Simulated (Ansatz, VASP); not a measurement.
## Two plane-wave programs on CuP

File INCAR:

```
SYSTEM = CuP
  PREC = Accurate
  ENCUT = 520
  EDIFF = 1E-7
  ISMEAR = 0
  SIGMA = 0.05
  LREAL = .FALSE.
  LASPH = .TRUE.
  NELM = 80
  ALGO = Normal
  ISIF = 2
  LWAVE = .FALSE.
  LCHARG = .FALSE.
  GGA = PE
  NBANDS = 15
```

The input KPOINTS:

```
Automatic mesh
0
G
  8 8 8
  0 0 0
```

File POSCAR:

```
CuP
1.0
    0.0000000000      2.4176427167      2.4176427167
    2.4176427167      0.0000000000      2.4176427167
    2.4176427167      2.4176427167      0.0000000000
Cu P
1 1
Direct
    0.5000000000      0.5000000000      0.5000000000
    0.0000000000      0.0000000000      0.0000000000
```

Input for Ansatz:

```yaml
crystal:
  lattice:
    - [0.0, 2.4176427167, 2.4176427167]
    - [2.4176427167, 0.0, 2.4176427167]
    - [2.4176427167, 2.4176427167, 0.0]
  atoms:
    - { symbol: Cu, position: [0.5, 0.5, 0.5] }
    - { symbol: P, position: [0.0, 0.0, 0.0] }
basis:
  ecutwfc: 420
  ecutrho_ratio: 4
kpoints:
  mp_grid: { grid: [8, 8, 8] }
hamiltonian:
  xc: pbe
scf:
  occupations: { method: gaussian, width: 0.05 }
output:
  forces: true
  stress: true
  eigenvalues: true
```

Alike in both runs: task single point; functional PBE; k mesh 8 × 8 × 8; occupations gaussian, width 0.05 eV; no spin polarisation.

```csv
,VASP,Ansatz
version,VASP 6.6.1,Ansatz 0.2.0
potentials or method,"VASP PAW PBE potentials, release 64 (Cu, P), cutoff 520 eV","scalar-relativistic, plane waves, PAW"
valence electrons in the cell,16,24
```

```tsv
	VASP	Ansatz	Ansatz less VASP
gap on the k mesh at the Fermi level (eV)	none	none	-
pressure (GPa)	1.0	0.8	-0.16
```

A gap of «none» marks a metal or a gap that the smearing closes. The functional is the same, so the differences come from potentials, cutoffs and numerics. VASP's potentials hold 16 valence electrons a cell and Ansatz's 24, so a difference there can come from the potentials and not from the codes.
